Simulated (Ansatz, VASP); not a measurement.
**Two plane-wave programs on AlN**

POSCAR

```
AlN
1.0
    0.0000000000      2.0853809500      1.9327921000
    2.0853809500      0.0000000000      1.9327921000
    2.0853809500      2.0853809500      0.0000000000
Al N
1 1
Direct
    0.5000000000      0.5000000000      0.5000000000
    0.0000000000      0.0000000000      0.0000000000
```

Contents of INCAR.step1:

```
ALGO = Normal ; EDIFF = 1E-4
ENCUT = 520 ; GGA = PE
ISMEAR = 0 ; LASPH = True
LCHARG = False ; LREAL = False
LWAVE = True ; NBANDS = 11
NELM = 100 ; PREC = Accurate
SIGMA = 0.05
```

File INCAR.step2:

```
ALGO = Normal ; EDIFF = 1E-6
ENCUT = 520 ; ISIF = 2
ISMEAR = 0 ; ISTART = 1
LASPH = True ; LCHARG = True
LELF = True ; LMIXTAU = True
LREAL = False ; LVHAR = True
LWAVE = False ; METAGGA = R2SCAN
NBANDS = 11 ; NELM = 100
PREC = Accurate ; SIGMA = 0.05
```

KPOINTS

```
k-points
0
Gamma
  10 10 10
```

Input for Ansatz:

```yaml
crystal:
  lattice:
    - [0.0, 2.08538095, 1.9327921]
    - [2.08538095, 0.0, 1.9327921]
    - [2.08538095, 2.08538095, 0.0]
  atoms:
    - { symbol: Al, position: [0.5, 0.5, 0.5] }
    - { symbol: "N", position: [0.0, 0.0, 0.0] }
basis:
  ecutwfc: 500
kpoints:
  mp_grid: { grid: [10, 10, 10] }
hamiltonian:
  xc: r2scan
scf:
  occupations: { method: gaussian, width: 0.05 }
output:
  forces: true
  stress: true
  eigenvalues: true
```

Change from the starting cell: strain +0.025 along x and y, -0.050 along z, atoms carried along.

Alike in both runs: task single point; functional r2SCAN; k mesh 10 × 10 × 10; occupations gaussian, width 0.05 eV; no spin polarisation.

|  | VASP | Ansatz |
| --- | --- | --- |
| version | VASP 6.6.1 | Ansatz 0.2.0 |
| potentials or method | VASP PAW PBE potentials, release 64 (Al, N), cutoff 520 eV | scalar-relativistic, plane waves, PAW |
| valence electrons in the cell | 8 | 8 |

```tsv
	VASP	Ansatz	Ansatz less VASP
gap on the k mesh at the Fermi level (eV)	4.80	4.80	-0.002
least direct gap on the mesh (eV)	5.97	5.93	-0.042
pressure (GPa)	-3.5	-2.7	+0.73
traceless stress, the component that is largest in VASP (GPa)	15.07	14.77	-0.300
```

VASP's potentials were made for PBE, not for r2SCAN.
